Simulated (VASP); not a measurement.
ZrC, 2 atoms in the cell. Symmetry: I4/mmm, No. 139, tetragonal system. Conventional cell: a = 3.324 Å, b = 3.324 Å, c = 4.630 Å, α = 90.00°, β = 90.00°, γ = 90.00°. Within 3.1 Å of Zr (site symmetry 4/mmm) lie 6 C at 2.31 to 2.35 Å. C (site symmetry 4/mmm) has 6 Zr at 2.31 to 2.35 Å within 3.1 Å.  This cell differs from its parent crystal: strain +0.000 along x and y, -0.015 along z.

| Property | Result |
| --- | --- |
| Program | VASP 6.6.1 |
| Task | single point |
| Functional | PBEsol |
| Potentials or basis | VASP PAW PBE potentials, release 64 (Zr_sv, C) |
| Cutoff | 520 eV |
| k mesh | 18 × 18 × 18 |
| Occupations | gaussian, width 0.15 eV |
| Spin | no spin polarisation |
| Dipole correction | no |
| Further INCAR settings | ALGO = Normal; EDIFF = 1e-06; NBANDS = 15 |

Potentials or basis: VASP PAW PBE potentials, release 64 (Zr_sv, C).

Launch:

```console
$ cat potpaw_PBE.64/Zr_sv/POTCAR potpaw_PBE.64/C/POTCAR > POTCAR
$ mpirun -np 1 vasp_std > vasp.out
```

Hardware: 1 thread of Intel(R) Xeon(R) 6975P-C (Granite Rapids), on a shared host.

Task: How long does it take, and how much memory?

Result: It took 92 s on 1 thread of Intel(R) Xeon(R) 6975P-C (Granite Rapids), with other jobs on the host, peak memory 0.3 GiB. Counts: scf iterations 13, k points 480.
